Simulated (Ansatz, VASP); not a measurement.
# MnO: VASP beside Ansatz

```xyz
2
Lattice="0.0000 2.2220 2.2220 2.2220 0.0000 2.2220 2.2220 2.2220 0.0000" Properties=species:S:1:pos:R:3 pbc="T T T"
Mn    0.0000    0.0000    0.0000
O     2.2220    2.2220    2.2220
```

Alike in both runs: task single point; functional LDA; k mesh 7 × 7 × 7; occupations gaussian, width 0.05 eV; collinear spin; Hubbard terms Mn d U = 4.0 eV, J = 0.7 eV.

```csv
,VASP,Ansatz
version,VASP 6.6.1,Ansatz 0.2.0
potentials or method,"VASP PAW LDA potentials, release 64 (Mn_pv, O), cutoff 520 eV","scalar-relativistic, plane waves, PAW"
valence electrons in the cell,19,21
```

VASP gave:

* pressure (GPa): -5.3
* traceless stress, the component that is largest in VASP (GPa): 0.00
* net moment per atom (μB): 2.50
* size of the moment on the site where the two differ most (μB): 4.56

Problem. What did Ansatz give for the same quantities?

Solution. Pressure (GPa): -6.2; traceless stress, the component that is largest in VASP (GPa): 0.44; net moment per atom (μB): 1.50; size of the moment on the site where the two differ most (μB): 2.56.

The net moments are unlike, so the other rows may belong to different states. LDA's correlation is that of Perdew and Zunger in VASP and of Perdew and Wang (1992) in Ansatz. Site moments also hang on the region over which each program counts them. The programs project onto different local orbitals, so the same U acts differently, and such runs can settle in different states. VASP's potentials hold 19 valence electrons a cell and Ansatz's 21, so a difference there can come from the potentials and not from the codes. Ansatz's warnings: filled band counts differ across k points, symmetry narrowed by occupation matrices.
